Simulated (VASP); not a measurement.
Set up this calculation in VASP 6.6.1, as the native input.

```yaml
Task: single point
Functional: PBE
Potentials_or_basis: VASP PAW PBE potentials, release 64 (Zn, Se)
Cutoff: 520 eV
k_mesh: 8 × 8 × 8
Occupations: fermi-dirac, width 0.02 eV
Spin: no spin polarisation
Dipole_correction: no
Further_INCAR_settings: ALGO = Normal; EDIFF = 1e-06; NBANDS = 16
```

The structure of ZnSe lies in POSCAR:

```
ZnSe
1.0
    0.0000000000      2.8607448912      2.8607448912
    2.8607448912      0.0000000000      2.8607448912
    2.8607448912      2.8607448912      0.0000000000
Zn Se
1 1
Direct
    0.0000000000      0.0000000000      0.0000000000
    0.2500000000      0.2500000000      0.2500000000
```

This cell differs from its parent crystal: strain +1.0%.

The input as run:

INCAR

```
PREC = Accurate
ENCUT = 520
EDIFF = 1E-6
ISMEAR = -1
SIGMA = 0.02
LREAL = False
LASPH = True
NELM = 60
ALGO = Normal
ISIF = 2
LWAVE = False
LCHARG = False
GGA = PE
NBANDS = 16
```

KPOINTS

```
regular mesh
0
Gamma
  8 8 8
```

Potentials or basis: VASP PAW PBE potentials, release 64 (Zn, Se).

Command:

```bash
$ cat potpaw_PBE.64/Zn/POTCAR potpaw_PBE.64/Se/POTCAR > POTCAR
$ mpirun -np 1 vasp_std > vasp.out
```

Results of the run:

```
Pressure               : 0.6 GPa
Band gap on the k mesh : 1.18 eV, direct
```

Caveat: the cell differs from its parent crystal (strain +1.0%).

Run time: 22 s on 1 thread of AMD EPYC 7R43 64-Core Processor (Zen 3), on a shared host, peak memory 0.14 GiB.
